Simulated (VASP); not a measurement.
Input of a VASP 6.6.1 run:

File INCAR:

```
  ALGO = Normal
  EDIFF = 1E-6
  ENCUT = 520
  GGA = RE
  ISIF = 2
  ISMEAR = -1
  ISPIN = 2
  LASPH = True
  LCHARG = False
  LMAXMIX = 6
  LORBIT = 11
  LREAL = False
  LWAVE = False
  MAGMOM = 7.393 7.393
  NBANDS = 29
  NELM = 150
  PREC = Accurate
  SIGMA = 0.05
```

The input KPOINTS:

```
k-points
0
Gamma
  13 13 7
```

File POSCAR:

```
Gd
1.0
    3.6919362771      0.0000000000      0.0000000000
   -1.8459681386      3.1973106052      0.0000000000
    0.0000000000      0.0000000000      5.9098185392
Gd
2
Direct
    0.3333333333      0.6666666667      0.2500000000
    0.6666666667      0.3333333333      0.7500000000
```

Potentials or basis: VASP PAW PBE potentials, release 64 (Gd).

Run with:

```sh
$ cat potpaw_PBE.64/Gd/POTCAR > POTCAR
$ mpirun -np 1 vasp_std > vasp.out
```

What does it give for the site moments?

Gd +7.00 μB.

Estimate the net moment.

15.41 μB per cell.

Stress tensor (GPa, compression positive):
```
-0.26  0.00  0.00
 0.00 -0.26  0.00
 0.00  0.00 -0.16
```

Caveat: the PAW data sets were made with another functional, which shifts forces and pressure a little. The state reached can hang on the start; a lower one may exist.
